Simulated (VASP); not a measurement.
Input of a VASP 6.6.1 run:

INCAR

```
SYSTEM = AlIn7N8
ALGO     = Normal         ! electronic algorithm
EDIFF    = 1E-6           ! SCF threshold, eV
ENCUT    = 520            ! plane-wave cutoff, eV
GGA      = PS             ! functional
ISIF     = 2              ! what is computed and relaxed
ISMEAR   = 0              ! smearing method
LASPH    = .TRUE.         ! aspherical terms in the spheres
LCHARG   = .FALSE.        ! write CHGCAR
LREAL    = Auto         
LWAVE    = .FALSE.        ! write WAVECAR
NBANDS   = 81             ! bands
NELM     = 60             ! most SCF steps
PREC     = Accurate       ! precision mode
SIGMA    = 0.01           ! smearing width, eV
```

KPOINTS

```
k-points
0
G
  4 3 3
  0 0 0
```

POSCAR

```
AlIn7N8
1.0
    0.0000000000      0.0000000000     -5.6200612270
   -6.9632259234      0.0000000000      0.0000000000
    3.4816129617      6.0303305420      0.0000000000
Al In N
1 7 8
Direct
    0.0011184526      0.6666666667      0.3333333333
    0.0028150013      0.1656526750      0.3313053500
    0.0028150013      0.6686946500      0.8343473250
    0.0028150013      0.1656526750      0.8343473250
    0.5012113908      0.3422958700      0.1711479350
    0.5012113908      0.8288520650      0.1711479350
    0.5029055592      0.3333333333      0.6666666667
    0.5012113908      0.8288520650      0.6577041300
    0.6617669623      0.6666666667      0.3333333333
    0.6196301981      0.1650864178      0.3301728356
    0.6196301981      0.6698271644      0.8349135822
    0.6196301981      0.1650864178      0.8349135822
    0.1138419383      0.3622858182      0.1811429091
    0.1138419383      0.8188570909      0.1811429091
    0.1217134405      0.3333333333      0.6666666667
    0.1138419383      0.8188570909      0.6377141818
```

Potentials or basis: VASP PAW PBE potentials, release 64 (Al, In_d, N).

Launch:

```sh
$ cat potpaw_PBE.64/Al/POTCAR potpaw_PBE.64/In_d/POTCAR potpaw_PBE.64/N/POTCAR > POTCAR
$ mpirun -np 1 vasp_std > vasp.out
```

Task: Estimate the largest force.

Result: 0.030 eV/Å.

Task: Predict the band gap on the k mesh.

Result: 0.10 eV, direct.

Forces in eV/Å, atoms in the order of the input:
```
Al   0.000  0.000 -0.007
In   0.000  0.008  0.008
In   0.007 -0.004  0.008
In  -0.007 -0.004  0.008
In   0.019 -0.011 -0.005
In  -0.019 -0.011 -0.005
In   0.000  0.000  0.014
In   0.000  0.022 -0.005
N    0.000  0.000 -0.030
N    0.000 -0.002  0.001
N   -0.002  0.001  0.001
N    0.002  0.001  0.001
N   -0.020  0.012  0.006
N    0.020  0.012  0.006
N    0.000  0.000 -0.007
N    0.000 -0.023  0.006
```

Caveat: the PAW data sets were made with another functional, which shifts forces and pressure a little; spin-orbit coupling is left out, which moves the levels of the heavy elements.
